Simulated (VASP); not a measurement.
**HfZr3Se8: single point with PBE**

HfZr3Se8:

```
Zr Hf Se
1.0
     3.79187    0.00000    0.00000
    -1.89594    3.28386    0.00000
     0.00000    0.00000   27.70627
Zr Hf Se
3 1 8
Direct
  0.00000 0.00000 0.00000
  0.00000 0.00000 0.24878
  0.00000 0.00000 0.75122
  0.00000 0.00000 0.50000
  0.66667 0.33333 0.19154
  0.66667 0.33333 0.44342
  0.66667 0.33333 0.69398
  0.66667 0.33333 0.94276
  0.33333 0.66667 0.05724
  0.33333 0.66667 0.30602
  0.33333 0.66667 0.55658
  0.33333 0.66667 0.80846
```

```json
{"Program": "VASP 6.6.1", "Task": "single point", "Functional": "PBE", "Potentials or basis": "VASP PAW PBE potentials, release 64 (Zr_sv, Hf_pv, Se)", "Cutoff": "500 eV", "k mesh": "6 × 6 × 1", "Occupations": "gaussian, width 0.1 eV", "Spin": "no spin polarisation", "Dipole correction": "no", "Further INCAR settings": "ALGO = Normal; EDIFF = 1e-06; NBANDS = 59"}
```

```yaml
Pressure: 0.1 GPa
Largest_force: 0.056 eV/Å
Band_gap_on_the_k_mesh: 0.40 eV (least direct gap 1.09 eV)
```

Forces on the atoms (eV/Å):
```
Zr   0.000  0.000  0.000
Zr   0.000  0.000  0.000
Zr   0.000  0.000  0.000
Hf   0.000  0.000  0.000
Se   0.000  0.000 -0.002
Se   0.000  0.000  0.056
Se   0.000  0.000 -0.002
Se   0.000  0.000 -0.003
Se   0.000  0.000  0.003
Se   0.000  0.000  0.002
Se   0.000  0.000 -0.056
Se   0.000  0.000  0.002
```

Stress tensor (GPa, compression positive):
```
 0.19  0.00  0.00
 0.00  0.19  0.00
 0.00  0.00 -0.08
```

Levels at points of the mesh, in eV from the valence-band top:
| k point | band 45 | band 46 | band 47 | band 48 | band 49 | band 50 |
| --- | --- | --- | --- | --- | --- | --- |
| (0.00, 0.00, 0.00) | -0.02 | 0.00 | 0.00 | 1.09 | 1.09 | 1.09 |
| (0.50, 0.00, 0.00) | -1.10 | -1.07 | -1.03 | 0.40 | 0.46 | 0.50 |

Wall time 4 min on 1 thread of Oxide Virtual Turin-like Processor, on a shared host, peak memory 0.45 GiB.

Caveat: semilocal functionals underestimate gaps, and a narrow one can read as zero; spin-orbit coupling is left out, which moves the levels of the heavy elements; this functional lacks dispersion, which binds layers or chains, so the pressure and a relaxed spacing across them are unreliable. A k mesh can miss the band edges.
